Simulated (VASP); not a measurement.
## Rh: single point with r2SCAN

Crystal: Rh.

```
Rh
1.0
     2.74118    0.00000    0.00000
    -1.37059    2.37393    0.00000
     0.00000    0.00000    4.17467
Rh
2
Direct
  0.66667 0.33333 0.75000
  0.33333 0.66667 0.25000
```

This cell differs from its parent crystal: uniaxial strain along c: -4.0 %, then relaxed in part.

```yaml
Program: VASP 6.6.1
Task: single point
Functional: r2SCAN
Potentials_or_basis: VASP PAW PBE potentials, release 64 (Rh_sv_GW)
Cutoff: 680 eV
k_mesh: 24 × 24 × 12
Occupations: gaussian, width 0.1 eV
Spin: no spin polarisation
Dipole_correction: no
Further_INCAR_settings: ALGO = Normal; EDIFF = 1e-06; NBANDS = 24
```

```json
{
 "Pressure": "5.3 GPa",
 "Band gap on the k mesh": "zero (bands 17 and 18 overlap by 2.31 eV)"
}
```

Stress tensor (GPa, compression positive):
```
 0.09  0.00  0.00
 0.00  0.09  0.00
 0.00  0.00 15.71
```

Levels at points of the mesh, in eV from the Fermi level:
```tsv
k point	band 15	band 16	band 17	band 18	band 19	band 20
(0.00, 0.00, 0.00)	-2.59	-2.49	-2.49	0.11	0.11	1.53
(0.50, 0.00, 0.00)	-2.11	0.10	0.55	0.85	3.04	5.24
(0.00, 0.00, 0.50)	-3.11	-3.11	-0.45	-0.45	-0.45	-0.45
(0.50, 0.00, 0.50)	-0.38	-0.38	0.39	0.39	2.80	2.80
```

It took 12 min on 1 thread of AMD EPYC 9R45 96-Core Processor (Zen 5) (shared host), peak memory 0.47 GiB.

Caveat: the cell differs from its parent crystal (uniaxial strain along c: -4.0 %, then relaxed in part); the stress differs along the axes, from 0 to 16 GPa; the PAW data sets were made with another functional, which shifts forces and pressure a little.
